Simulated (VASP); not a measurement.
# AgPt3 (Pm-3m) in VASP: notebook

The runs below take AgPt3 through electric field gradients, with LDA.

Everything below comes from runs of VASP 6.6.1. Logs are shortened: lines on timing, memory, paths and dates and some standing lists are left out, and cuts for length are marked.

**1. The cell of the first run**

Symmetry: Pm-3m, No. 221, cubic system. Conventional cell: a = 3.951 Å, b = 3.951 Å, c = 3.951 Å, α = 90.00°, β = 90.00°, γ = 90.00°. Within 3.7 Å of Ag (site symmetry m-3m) lie 12 Pt at 2.79 Å. Pt (site symmetry 4/mmm) has 4 Ag at 2.79 Å and 8 Pt at 2.79 Å within 3.7 Å.

**2. Electric field gradients, LDA (volume scaled by 1.04)**

The input, INCAR:

```
SYSTEM = AgPt3
ALGO = Normal
EDIFF = 1E-8
ENCUT = 520
ISIF = 2
ISMEAR = -1
LASPH = .True.
LCHARG = .False.
LEFG = .True.
LREAL = .False.
LWAVE = .False.
NBANDS = 28
NELM = 100
PREC = Accurate
SIGMA = 0.08
```

The input, KPOINTS:

```
k-points
0
Gamma
  9 9 9
  0 0 0
```

The input, POSCAR:

```
AgPt3
1.0
    3.9513216749      0.0000000000      0.0000000000
    0.0000000000      3.9513216749      0.0000000000
    0.0000000000      0.0000000000      3.9513216749
Ag Pt
1 3
Direct
    0.0000000000      0.0000000000      0.0000000000
    0.0000000000      0.5000000000      0.5000000000
    0.5000000000      0.0000000000      0.5000000000
    0.5000000000      0.5000000000      0.0000000000
```

Potentials or basis: VASP PAW LDA potentials, release 64 (Ag, Pt).

On the command line:

```bash
> cat potpaw_LDA.64/Ag/POTCAR potpaw_LDA.64/Pt/POTCAR > POTCAR
> mpirun -np 1 vasp_std > vasp.out
```

OUTCAR:

```text
SYSTEM = AgPt3
   EDIFF = 1E-8
   ENCUT = 520
   ISIF = 2
   ISMEAR = -1
   LASPH = .True.
   LREAL = .False.
   NELM = 100
   PREC = Accurate

 ion  position               nearest neighbor table
   1  0.000  0.000  0.000-   2 2.79   3 2.79   4 2.79   2 2.79   3 2.79   2 2.79   4 2.79   2 2.79
                             3 2.79   4 2.79   3 2.79   4 2.79
   2  0.000  0.500  0.500-   1 2.79   3 2.79   4 2.79   1 2.79   4 2.79   1 2.79   3 2.79   1 2.79
                             3 2.79   4 2.79   4 2.79   3 2.79
   3  0.500  0.000  0.500-   1 2.79   2 2.79   4 2.79   1 2.79   4 2.79   2 2.79   4 2.79   4 2.79
                             1 2.79   2 2.79   1 2.79   2 2.79
   4  0.500  0.500  0.000-   1 2.79   2 2.79   3 2.79   2 2.79   3 2.79   1 2.79   3 2.79   3 2.79
                             1 2.79   2 2.79   2 2.79   1 2.79

  LATTYP: Found a simple cubic cell.
 ALAT       =     3.9513216749

  Lattice vectors:

 A1 = (   3.9513216749,   0.0000000000,   0.0000000000)
 A2 = (   0.0000000000,   3.9513216749,   0.0000000000)
 A3 = (   0.0000000000,   0.0000000000,   3.9513216749)

Analysis of symmetry for initial positions (statically):
=====================================================================
 Subroutine PRICEL returns:
 Original cell was already a primitive cell.

 Routine SETGRP: Setting up the symmetry group for a
 simple cubic supercell.

 Subroutine GETGRP returns: Found 48 space group operations
 (whereof 48 operations were pure point group operations)
 out of a pool of 48 trial point group operations.

The static configuration has the point symmetry O_h .

Analysis of symmetry for dynamics (positions and initial velocities):
=====================================================================
 Subroutine PRICEL returns:
 Original cell was already a primitive cell.

 Routine SETGRP: Setting up the symmetry group for a
 simple cubic supercell.

 Subroutine GETGRP returns: Found 48 space group operations
 (whereof 48 operations were pure point group operations)
 out of a pool of 48 trial point group operations.

The dynamic configuration has the point symmetry O_h .

 Subroutine INISYM returns: Found 48 space group operations
 (whereof 48 operations are pure point group operations),
 and found     1 'primitive' translations

----------------------------------------------------------------------------------------

                                     Primitive cell

  volume of cell :      61.6918

  direct lattice vectors                    reciprocal lattice vectors
     3.951321675  0.000000000  0.000000000     0.253079876  0.000000000  0.000000000
     0.000000000  3.951321675  0.000000000     0.000000000  0.253079876  0.000000000
     0.000000000  0.000000000  3.951321675     0.000000000  0.000000000  0.253079876

  length of vectors
     3.951321675  3.951321675  3.951321675     0.253079876  0.253079876  0.253079876

  position of ions in fractional coordinates (direct lattice)
     0.000000000  0.000000000  0.000000000
     0.000000000  0.500000000  0.500000000
     0.500000000  0.000000000  0.500000000
     0.500000000  0.500000000  0.000000000

  ion indices of the primitive-cell ions
   primitive index   ion index
                 1           1
                 2           2
                 3           3
                 4           4

----------------------------------------------------------------------------------------

 KPOINTS: k-points

Automatic generation of k-mesh.
 Grid dimensions read from file:
 generate k-points for:    9    9    9

 Generating k-lattice:

  Cartesian coordinates                     Fractional coordinates (reciprocal lattice)
     0.028119986  0.000000000  0.000000000     0.111111111  0.000000000  0.000000000
     0.000000000  0.028119986  0.000000000     0.000000000  0.111111111  0.000000000
     0.000000000  0.000000000  0.028119986     0.000000000  0.000000000  0.111111111

  Length of vectors
     0.028119986  0.028119986  0.028119986

  Shift w.r.t. Gamma in fractional coordinates (k-lattice)
     0.000000000  0.000000000  0.000000000

 Subroutine IBZKPT returns following result:
 ===========================================

 Found     35 irreducible k-points:

 Following reciprocal coordinates:
            Coordinates               Weight
  0.000000  0.000000  0.000000      1.000000
  0.111111  0.000000  0.000000      6.000000
  0.222222  0.000000  0.000000      6.000000
  0.333333  0.000000  0.000000      6.000000
  0.444444  0.000000  0.000000      6.000000
  0.111111  0.111111  0.000000     12.000000
[... 16 lines left out ...]
  0.333333  0.333333  0.111111     24.000000
  0.444444  0.333333  0.111111     48.000000
 [... further k-points ...]
   k-points           NKPTS =     35   k-points in BZ     NKDIM =     35   number of bands    NBANDS=     28
   number of dos      NEDOS =    301   number of ions     NIONS =      4
   total plane-waves  NPLWV =  27000
   dimension x,y,z NGX =    30 NGY =   30 NGZ =   30
   dimension x,y,z NGXF=    60 NGYF=   60 NGZF=   60
   ions per type =               1   3
   NGX,Y,Z   is equivalent  to a cutoff of  12.62, 12.62, 12.62 a.u.
   NGXF,Y,Z  is equivalent  to a cutoff of  25.24, 25.24, 25.24 a.u.
 SYSTEM =  AgPt3
   PREC   = accura    normal or accurate (medium, high low for compatibility)
   ISTART =      0    job   : 0-new  1-cont  2-samecut
   ICHARG =      2    charge: 1-file 2-atom 10-const
   ISPIN  =      1    spin polarized calculation?
   LNONCOLLINEAR =      F non collinear calculations
   LSORBIT =      F    spin-orbit coupling
   LASPH  =      T    aspherical Exc in radial PAW
   ENCUT  =  520.0 eV  38.22 Ry    6.18 a.u.   7.35  7.35  7.35*2*pi/ulx,y,z
   NELM   =    100;   NELMIN=  2; NELMDL= -5     # of ELM steps
   EDIFF  = 0.1E-07   stopping-criterion for ELM
   LREAL  =      F    real-space projection
   EDIFFG = 0.1E-06   stopping-criterion for IOM
   NSW    =      0    number of steps for IOM
   IBRION =     -1    ionic relax: 0-MD 1-quasi-New 2-CG
   NFREE  =      0    steps in history (QN), initial steepest desc. (CG)
   ISIF   =      2    stress and relaxation
   ISYM   =      2    0-nonsym 1-usesym 2-fastsym
   POTIM  = 0.5000    time-step for ionic-motion
   TEBEG  =    0.0;   TEEND  =   0.0 temperature during run
   PSTRESS=    0.0 pullay stress
   NELECT =      41.0000    total number of electrons
   NUPDOWN=      -1.0000    fix difference up-down
   EMIN   =  10.00;   EMAX   =-10.00  energy-range for DOS
   EFERMI =   0.00;   METHOD = LEGACY
   ISMEAR =    -1;   SIGMA  =   0.08  broadening in eV -4-tet -1-fermi 0-gaus
   EFERMI_NEDOS =   21; number of points for ismear=-14 and -15
   IALGO  =     38    algorithm
   IMIX   =      4    mixing-type and parameters
     AMIX     =   0.40;   BMIX     =  1.00
     AMIX_MAG =   1.60;   BMIX_MAG =  1.00
  volume/ion in A,a.u.               =      15.42       104.08
  Fermi-wavevector in a.u.,A,eV,Ry     =   1.428654  2.699765 27.770202  2.041052
  Thomas-Fermi vector in A             =   2.548692
   LORBIT       =      0    0 simple, 1 ext, 2 COOP (PROOUT), +10 PAW based schemes
   GGA     = CA    functional components
   LHFCALC =     F    Hartree Fock is set to
   AEXX    =    0.0000 exact exchange contribution
   IVDW    =     0    specifies the selected vdW correction
   LEPSILON=     F    determine dielectric tensor
   LRPA    =     F    only Hartree local field effects (RPA)
 non-spin polarized calculation
  energy-cutoff  :      520.00
  volume of cell :       61.69
 maximum number of plane-waves:      1683
 NGX is ok and might be reduce to    30
   NGX = 15   NGY = 15   NGZ = 15

 number of electron      41.0000015 magnetization

 Free energy of the ion-electron system (eV)
  ---------------------------------------------------
  ext. energy  EPLUGINS =         0.00000000
  ---------------------------------------------------
  free energy    TOTEN  =       -26.21794805 eV

  energy without entropy =      -26.14379677  energy(sigma->0) =      -26.18087241

 E-fermi :  10.1393     XC(G=0): -13.4638

 val. band max:       10.0942619374   @ k =   0.4444   0.3333   0.2222
 cond. band min:      10.1435612895   @ k =   0.4444   0.2222   0.1111
 fundamental gap:      0.0492993521
 Fermi energy:        10.1392548208

 k-point     1 :       0.0000    0.0000    0.0000
  band No.  band energies     occupation
      1       0.7467      2.00000
      2       3.4708      2.00000
      3       3.4708      2.00000
      4       3.6663      2.00000
      5       3.8740      2.00000
      6       3.8740      2.00000
[... 20 lines left out ...]
     27      19.9164      0.00000
     28      21.3871      0.00000

 k-point     2 :       0.1111    0.0000    0.0000
  band No.  band energies     occupation
      1       0.9035      2.00000
      2       3.5416      2.00000
      3       3.5740      2.00000
      4       3.7671      2.00000
      5       3.9330      2.00000
      6       3.9642      2.00000
[... 20 lines left out ...]
     27      20.3130      0.00000
     28      21.3914      0.00000

 k-point     3 :       0.2222    0.0000    0.0000
  band No.  band energies     occupation
      1       1.3607      2.00000
      2       3.7108      2.00000
      3       3.8586      2.00000
      4       4.0616      2.00000
      5       4.1051      2.00000
      6       4.2316      2.00000
[... 20 lines left out ...]
     27      20.9285      0.00000
     28      20.9285      0.00000

 k-point     4 :       0.3333    0.0000    0.0000
  band No.  band energies     occupation
      1       2.0668      2.00000
      2       3.8443      2.00000
      3       4.2370      2.00000
      4       4.3730      2.00000
      5       4.4875      2.00000
      6       4.6631      2.00000
[... 578 lines left out ...]
     27      21.3750      0.00000
     28      21.9500      0.00000

 k-point    23 :       0.3333    0.3333    0.1111
  band No.  band energies     occupation
      1       3.1228      2.00000
      2       4.3892      2.00000
      3       4.3895      2.00000
      4       4.7810      2.00000
      5       5.1607      2.00000
      6       5.2021      2.00000
[... 20 lines left out ...]
     27      19.7105      0.00000
     28      21.4285      0.00000

 k-point    24 :       0.4444    0.3333    0.1111
  band No.  band energies     occupation
      1       3.6556      2.00000
      2       4.2166      2.00000
      3       4.5536      2.00000
      4       5.0095      2.00000
      5       5.2267      2.00000
      6       5.4476      2.00000
[... 20 lines left out ...]
     27      20.7401      0.00000
     28      21.8581      0.00000

 [... further k-points ...]
[... 5 lines left out ...]
  --------------------------------------------------------------------------------------
  -------------------------------------------------------------------------------------
  Total       -2.6299443     -2.6299443     -2.6299443     -0.0000000      0.0000000     -0.0000000
  in kB      -68.3014569    -68.3014569    -68.3014569     -0.0000000      0.0000000     -0.0000000
  external PRESSURE =     -68.3014569 kB  Pullay stress =       0.0000000 kB

 VOLUME and BASIS-vectors are now :
 -----------------------------------------------------------------------------
  energy-cutoff  :      520.00
  volume of cell :       61.69
      direct lattice vectors                 reciprocal lattice vectors
     3.951321675  0.000000000  0.000000000     0.253079876  0.000000000  0.000000000
     0.000000000  3.951321675  0.000000000     0.000000000  0.253079876  0.000000000
     0.000000000  0.000000000  3.951321675     0.000000000  0.000000000  0.253079876

 POSITION                                       TOTAL-FORCE (eV/Angst)
 -----------------------------------------------------------------------------------
      0.00000      0.00000      0.00000         0.000000      0.000000      0.000000
      0.00000      1.97566      1.97566         0.000000      0.000000      0.000000
      1.97566      0.00000      1.97566         0.000000      0.000000      0.000000
      1.97566      1.97566      0.00000         0.000000      0.000000      0.000000
 -----------------------------------------------------------------------------------
    total drift:                                0.000000      0.000000     -0.000000

  FREE ENERGIE OF THE ION-ELECTRON SYSTEM (eV)
  ---------------------------------------------------
  free  energy   TOTEN  =       -26.2179480498 eV

  energy  without entropy=      -26.1437967707  energy(sigma->0) =      -26.18087241

 Electric field gradients (V/A^2)
---------------------------------------------------------------------
 ion       V_xx      V_yy      V_zz      V_xy      V_xz      V_yz
---------------------------------------------------------------------
   1       0.000     0.000     0.000    -0.000    -0.000     0.000
   2     -11.768     5.884     5.884     0.000     0.000    -0.000
   3       5.884   -11.768     5.884     0.000    -0.000    -0.000
   4       5.884     5.884   -11.768    -0.000     0.000     0.000
---------------------------------------------------------------------

 Electric field gradients after diagonalization (V/A^2)
 (convention: |V_zz| > |V_xx| > |V_yy|)
----------------------------------------------------------------------
 ion       V_xx      V_yy      V_zz     asymmetry (V_yy - V_xx)/ V_zz
----------------------------------------------------------------------
   1       0.000     0.000     0.000      -0.014
   2       5.884     5.884   -11.768       0.000
   3       5.884     5.884   -11.768       0.000
   4       5.884     5.884   -11.768       0.000
----------------------------------------------------------------------

           NMR quadrupolar parameters

 Cq : quadrupolar parameter    Cq=e*Q*V_zz/h
 eta: asymmetry parameters     (V_yy - V_xx)/ V_zz
 Q  : nuclear electric quadrupole moment in mb (millibarn)
----------------------------------------------------------------------
 ion       Cq(MHz)       eta       Q (mb)
----------------------------------------------------------------------
   1       0.000      -0.014       1.000
   2      -0.028       0.000       1.000
   3      -0.028       0.000       1.000
   4      -0.028       0.000       1.000
----------------------------------------------------------------------
```

Wall time 23 s (1 thread of Intel Xeon 6975P-C (Granite Rapids), shared host); peak memory 0.18 GiB.

Results:

- Free energy: -26.2179 eV
- Pressure: -6.8 GPa

Levels at points of the mesh, in eV from the Fermi level:
```
           k point  band 18  band 19  band 20  band 21  band 22  band 23
(0.00, 0.00, 0.00)     0.30     0.71     0.71     0.71     2.01     2.01
```

Electric field gradients, principal values (V/Å²):
| atom | least | middle | greatest (by size) |
| --- | --- | --- | --- |
| 1 Ag | 0.000 | 0.000 | 0.000 |
| 2 Pt | 5.884 | 5.884 | -11.768 |
| 3 Pt | 5.884 | 5.884 | -11.768 |
| 4 Pt | 5.884 | 5.884 | -11.768 |

Caveat: without QUAD_EFG the Cq values of the log hold for a quadrupole moment of 1 mb, not for the nuclei; spin-orbit coupling is left out, which moves the levels of the heavy elements.

[end of part 1 of 2]
